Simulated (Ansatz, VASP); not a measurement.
**AlRu in VASP and in Ansatz**

Contents of INCAR:

```
SYSTEM = AlRu
PREC = Accurate ; ENCUT = 520
EDIFF = 1E-6 ; ISMEAR = 0
SIGMA = 0.15 ; LREAL = .FALSE.
LASPH = .TRUE. ; NELM = 60
ALGO = Normal ; ISIF = 2
LWAVE = .FALSE. ; LCHARG = .TRUE.
GGA = PS ; LELF = .TRUE.
LVHAR = .TRUE. ; NBANDS = 16
```

Contents of KPOINTS:

```
regular mesh
0
G
  12 12 12
  0 0 0
```

The input POSCAR:

```
AlRu
1.0
    2.9764078238      0.0000000000      0.0000000000
    0.0000000000      2.9764078238      0.0000000000
    0.0000000000      0.0000000000      2.9764078238
Al Ru
1 1
Direct
    0.0000000000      0.0000000000      0.0000000000
    0.5000000000      0.5000000000      0.5000000000
```

Input for Ansatz:

```yaml
crystal:
  lattice:
    - [2.9764078229, 0.0, 0.0]
    - [0.0, 2.9764078229, 0.0]
    - [0.0, 0.0, 2.9764078229]
  atoms:
    - { symbol: Al, position: [0.0, 0.0, 0.0] }
    - { symbol: Ru, position: [0.5, 0.5, 0.5] }
basis:
  ecutwfc: 420
kpoints:
  mp_grid: { grid: [12, 12, 12] }
hamiltonian:
  xc: pbesol
scf:
  occupations: { method: gaussian, width: 0.15 }
output:
  forces: true
  stress: true
  eigenvalues: true
```

Alike in both runs: task single point; functional PBEsol; k mesh 12 × 12 × 12; occupations gaussian, width 0.15 eV; no spin polarisation.

```csv
,VASP,Ansatz
version,VASP 6.6.1,Ansatz 0.2.0
potentials or method,"VASP PAW PBE potentials, release 64 (Al, Ru_pv), cutoff 520 eV","scalar-relativistic, plane waves, PAW"
valence electrons in the cell,17,19
```

```tsv
	VASP	Ansatz	Ansatz less VASP
gap on the k mesh at the Fermi level (eV)	none	none	-
pressure (GPa)	-0.1	-0.1	-0.07
```

VASP's potentials were made for PBE, not for PBEsol. A gap of «none» marks a metal or a gap that the smearing closes. With one functional, cell and mesh, what is left measures potentials, basis and numerics. VASP's potentials hold 17 valence electrons a cell and Ansatz's 19, so a difference there can come from the potentials and not from the codes.
